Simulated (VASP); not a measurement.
# Zn (P6_3/mmc) in VASP: a series of runs, part 2 of 2

VASP 6.6.1. Earlier steps stand in the parts before.

## Step 4: Electric field gradients, PBEsol (volume scaled by 1.05)

INCAR reads:

```
SYSTEM = Zn
PREC = Accurate
ENCUT = 520
EDIFF = 1E-8
ISMEAR = -1
SIGMA = 0.03
LREAL = .False.
LASPH = .True.
NELM = 80
ALGO = Normal
ISIF = 2
LWAVE = .False.
LCHARG = .False.
GGA = PS
LEFG = .True.
NBANDS = 19
```

KPOINTS reads:

```
Automatic mesh
0
Gamma
  18 18 8
  0 0 0
```

POSCAR reads:

```
Zn
1.0
    2.7084910329      0.0000000000      0.0000000000
   -1.3542455165      2.3456220404      0.0000000000
    0.0000000000      0.0000000000      5.0278078583
Zn
2
Direct
    0.3333333333      0.6666666667      0.2500000000
    0.6666666667      0.3333333333      0.7500000000
```

Potentials or basis: VASP PAW PBE potentials, release 64 (Zn).

On the command line:

```
> cat potpaw_PBE.64/Zn/POTCAR > POTCAR
> mpirun -np 1 vasp_std > vasp.out
```

OUTCAR:

```text
SYSTEM = Zn
   PREC = Accurate
   ENCUT = 520
   EDIFF = 1E-8
   ISMEAR = -1
   LREAL = .False.
   LASPH = .True.
   NELM = 80
   ISIF = 2
   GGA = PS

 ion  position               nearest neighbor table
   1  0.333  0.667  0.250-   2 2.96   2 2.96   2 2.96   2 2.96   2 2.96   2 2.96
   2  0.667  0.333  0.750-   1 2.96   1 2.96   1 2.96   1 2.96   1 2.96   1 2.96

  LATTYP: Found a hexagonal cell.
 ALAT       =     2.7084910329
 C/A-ratio  =     1.8563132745

  Lattice vectors:

 A1 = (   2.7084910329,   0.0000000000,   0.0000000000)
 A2 = (  -1.3542455165,   2.3456220404,   0.0000000000)
 A3 = (   0.0000000000,   0.0000000000,   5.0278078583)

Analysis of symmetry for initial positions (statically):
=====================================================================
 Subroutine PRICEL returns:
 Original cell was already a primitive cell.

 Routine SETGRP: Setting up the symmetry group for a
 hexagonal supercell.

 Subroutine GETGRP returns: Found 24 space group operations
 (whereof 12 operations were pure point group operations)
 out of a pool of 24 trial point group operations.

The static configuration has the point symmetry D_3d.
 The point group associated with its full space group is D_6h.

Analysis of symmetry for dynamics (positions and initial velocities):
=====================================================================
 Subroutine PRICEL returns:
 Original cell was already a primitive cell.

 Routine SETGRP: Setting up the symmetry group for a
 hexagonal supercell.

 Subroutine GETGRP returns: Found 24 space group operations
 (whereof 12 operations were pure point group operations)
 out of a pool of 24 trial point group operations.

The dynamic configuration has the point symmetry D_3d.
 The point group associated with its full space group is D_6h.

 Subroutine INISYM returns: Found 24 space group operations
 (whereof 12 operations are pure point group operations),
 and found     1 'primitive' translations

----------------------------------------------------------------------------------------

                                     Primitive cell

  volume of cell :      31.9421

  direct lattice vectors                    reciprocal lattice vectors
     2.708491033  0.000000000  0.000000000     0.369209271  0.213163072  0.000000000
    -1.354245517  2.345622040  0.000000000     0.000000000  0.426326144  0.000000000
     0.000000000  0.000000000  5.027807858     0.000000000  0.000000000  0.198893838

  length of vectors
     2.708491033  2.708491033  5.027807858     0.426326144  0.426326144  0.198893838

  position of ions in fractional coordinates (direct lattice)
     0.333333333  0.666666667  0.250000000
     0.666666667  0.333333333  0.750000000

  ion indices of the primitive-cell ions
   primitive index   ion index
                 1           1
                 2           2

[... 75 lines left out ...]
   IBRION =     -1    ionic relax: 0-MD 1-quasi-New 2-CG
   NFREE  =      0    steps in history (QN), initial steepest desc. (CG)
   ISIF   =      2    stress and relaxation
   ISYM   =      2    0-nonsym 1-usesym 2-fastsym
   POTIM  = 0.5000    time-step for ionic-motion
   TEBEG  =    0.0;   TEEND  =   0.0 temperature during run
   PSTRESS=    0.0 pullay stress
   NELECT =      24.0000    total number of electrons
   NUPDOWN=      -1.0000    fix difference up-down
   EMIN   =  10.00;   EMAX   =-10.00  energy-range for DOS
   EFERMI =   0.00;   METHOD = LEGACY
   ISMEAR =    -1;   SIGMA  =   0.03  broadening in eV -4-tet -1-fermi 0-gaus
   EFERMI_NEDOS =   21; number of points for ismear=-14 and -15
   IALGO  =     38    algorithm
   IMIX   =      4    mixing-type and parameters
     AMIX     =   0.40;   BMIX     =  1.00
     AMIX_MAG =   1.60;   BMIX_MAG =  1.00
  volume/ion in A,a.u.               =      15.97       107.78
  Fermi-wavevector in a.u.,A,eV,Ry     =   1.488300  2.812480 30.137415  2.215038
  Thomas-Fermi vector in A             =   2.601352
   LORBIT       =      0    0 simple, 1 ext, 2 COOP (PROOUT), +10 PAW based schemes
   GGA     = PS    functional components
   LHFCALC =     F    Hartree Fock is set to
   AEXX    =    0.0000 exact exchange contribution
   IVDW    =     0    specifies the selected vdW correction
   LEPSILON=     F    determine dielectric tensor
   LRPA    =     F    only Hartree local field effects (RPA)
 non-spin polarized calculation
  energy-cutoff  :      520.00
  volume of cell :       31.94
 maximum number of plane-waves:       894
   NGX = 11   NGY = 11   NGZ = 19

 number of electron      23.9999992 magnetization

 Free energy of the ion-electron system (eV)
  ---------------------------------------------------
  ext. energy  EPLUGINS =         0.00000000
  ---------------------------------------------------
  free energy    TOTEN  =        -3.07825453 eV

  energy without entropy =       -3.07669569  energy(sigma->0) =       -3.07747511

 E-fermi :   2.7280     XC(G=0): -11.4465

 val. band max:        2.7051438584   @ k =   0.3333   0.2778   0.0000
 cond. band min:       2.7286349101   @ k =   0.4444   0.0556   0.3750
 fundamental gap:      0.0234910517
 Fermi energy:         2.7279525687

 k-point     1 :       0.0000    0.0000    0.0000
  band No.  band energies     occupation
      1      -7.4326      2.00000
      2      -5.7674      2.00000
      3      -5.1333      2.00000
      4      -4.9260      2.00000
      5      -4.9260      2.00000
      6      -4.8806      2.00000
[... 505 lines left out ...]
      6      -4.7868      2.00000
[... 11 lines left out ...]
     18      15.0628      0.00000
     19      16.5825      0.00000

 [... further k-points ...]

------------------------ aborting loop because EDIFF is reached ----------------------------------------

  FORCE on cell =-STRESS in cart. coord.  units (eV):
  Direction    XX          YY          ZZ          XY          YZ          ZX
  --------------------------------------------------------------------------------------
  -------------------------------------------------------------------------------------
  Total       -1.7129766     -1.7129766     -1.1714115      0.0000000     -0.0000000      0.0000000
  in kB      -85.9207198    -85.9207197    -58.7565031      0.0000000     -0.0000000      0.0000000
  external PRESSURE =     -76.8659809 kB  Pullay stress =       0.0000000 kB

 VOLUME and BASIS-vectors are now :
 -----------------------------------------------------------------------------
  energy-cutoff  :      520.00
  volume of cell :       31.94
      direct lattice vectors                 reciprocal lattice vectors
     2.708491033  0.000000000  0.000000000     0.369209271  0.213163072  0.000000000
    -1.354245517  2.345622040  0.000000000     0.000000000  0.426326144  0.000000000
     0.000000000  0.000000000  5.027807858     0.000000000  0.000000000  0.198893838

 POSITION                                       TOTAL-FORCE (eV/Angst)
 -----------------------------------------------------------------------------------
     -0.00000      1.56375      1.25695         0.000000      0.000000      0.000000
      1.35425      0.78187      3.77086        -0.000000      0.000000      0.000000
 -----------------------------------------------------------------------------------
    total drift:                                0.000000     -0.000000      0.000000

  FREE ENERGIE OF THE ION-ELECTRON SYSTEM (eV)
  ---------------------------------------------------
  free  energy   TOTEN  =        -3.0782545313 eV

  energy  without entropy=       -3.0766956902  energy(sigma->0) =       -3.07747511

 Electric field gradients (V/A^2)
---------------------------------------------------------------------
 ion       V_xx      V_yy      V_zz      V_xy      V_xz      V_yz
---------------------------------------------------------------------
   1     -15.953   -15.944    31.898     0.008     0.000    -0.000
   2     -15.953   -15.944    31.898     0.008    -0.000     0.000
---------------------------------------------------------------------

 Electric field gradients after diagonalization (V/A^2)
 (convention: |V_zz| > |V_xx| > |V_yy|)
----------------------------------------------------------------------
 ion       V_xx      V_yy      V_zz     asymmetry (V_yy - V_xx)/ V_zz
----------------------------------------------------------------------
   1     -15.958   -15.940    31.898       0.001
   2     -15.958   -15.940    31.898       0.001
----------------------------------------------------------------------

           NMR quadrupolar parameters

 Cq : quadrupolar parameter    Cq=e*Q*V_zz/h
 eta: asymmetry parameters     (V_yy - V_xx)/ V_zz
 Q  : nuclear electric quadrupole moment in mb (millibarn)
----------------------------------------------------------------------
 ion       Cq(MHz)       eta       Q (mb)
----------------------------------------------------------------------
   1       0.077       0.001       1.000
   2       0.077       0.001       1.000
----------------------------------------------------------------------
```

OSZICAR:

```text
N       E                     dE             d eps       ncg     rms          rms(c)
DAV:   1     0.113579881472E+03    0.11358E+03   -0.12259E+04  7238   0.195E+03
DAV:   2     0.191612900985E+01   -0.11166E+03   -0.10765E+03  7056   0.295E+02
DAV:   3    -0.330638883999E+01   -0.52225E+01   -0.52015E+01  7950   0.702E+01
DAV:   4    -0.333921499690E+01   -0.32826E-01   -0.32819E-01  7653   0.578E+00
DAV:   5    -0.333925849906E+01   -0.43502E-04   -0.43502E-04  7737   0.191E-01    0.370E+00
DAV:   6    -0.309498148352E+01    0.24428E+00   -0.10158E+00  7774   0.209E+01    0.280E+00
DAV:   7    -0.308406070920E+01    0.10921E-01   -0.35007E-02  9010   0.315E+00    0.148E+00
DAV:   8    -0.307828001248E+01    0.57807E-02   -0.20476E-03  9457   0.623E-01    0.501E-02
DAV:   9    -0.307825007827E+01    0.29934E-04   -0.20892E-04  9587   0.192E-01    0.369E-02
DAV:  10    -0.307825495444E+01   -0.48762E-05   -0.19233E-05  7311   0.362E-02    0.310E-03
DAV:  11    -0.307825475039E+01    0.20405E-06   -0.62922E-07  8122   0.140E-02    0.191E-03
DAV:  12    -0.307825452856E+01    0.22182E-06   -0.18043E-08  6799   0.182E-03    0.203E-04
DAV:  13    -0.307825453132E+01   -0.27553E-08   -0.25739E-09  3935   0.602E-04
   1 F= -.30782545E+01 E0= -.30774751E+01  d E =-.155884E-02
```

stdout:

```text
POSCAR found type information on POSCAR Zn
 POSCAR found :  1 types and       2 ions
 scaLAPACK will be used
 -----------------------------------------------------------------------------
|                                                                             |
|                                                                             |
|     You enforced a specific xc type in the INCAR file but a different       |
|     I HOPE YOU KNOW WHAT YOU ARE DOING!                                     |
|                                                                             |
 -----------------------------------------------------------------------------

 LDA part: xc-table for (Slater+PW92), standard interpolation
 POSCAR, INCAR and KPOINTS ok, starting setup
 FFT: planning ... GRIDC
 FFT: planning ... GRID_SOFT
 FFT: planning ... GRID
 WAVECAR not read
 entering main loop
ion   1

ion   2
```

Wall time 42 s (1 thread of AMD EPYC 9R45 (Zen 5), shared host); peak memory 0.18 GiB.

What came out:

- Free energy: -3.0783 eV
- Pressure: -7.7 GPa
- Band gap on the k mesh: zero (band 12 reaches 4.17 eV, above the bottom of band 13 at -0.47 eV)

Stress tensor (GPa, compression positive):
```
-8.59  0.00  0.00
 0.00 -8.59  0.00
 0.00  0.00 -5.88
```

Electric field gradients, principal values (V/Å²):
```
atom    least   middle  greatest (by size)
1 Zn  -15.940  -15.958              31.898
2 Zn  -15.940  -15.958              31.898
```

Caveat: without QUAD_EFG the Cq values of the log hold for a quadrupole moment of 1 mb, not for the nuclei; the PAW data sets were made with another functional, which shifts forces and pressure a little.

## Step 5: Overview

```csv
cell,gap on the mesh (eV),pressure (GPa)
"a = 2.585, b = 2.585, c = 4.947 Å, angles 90.0, 90.0, 120.0°, 2 atoms",none,0.5
"a = 2.718, b = 2.718, c = 4.947 Å, angles 90.0, 90.0, 120.0°, 2 atoms",none,-7.4
"a = 2.708, b = 2.708, c = 5.028 Å, angles 90.0, 90.0, 120.0°, 2 atoms",none,-7.7
```

Alike in all rows: task electric field gradients; level PBEsol; potentials or basis VASP PAW PBE potentials, release 64 (Zn); no spin polarisation; k mesh 18 × 18 × 8; cutoff (eV) 520; smearing fermi-dirac 0.03 eV.

Caveats: the PAW data sets were made with another functional, which shifts forces and pressure a little.

Total energies depend on the potentials used, so only differences within one code and one set of settings carry meaning.
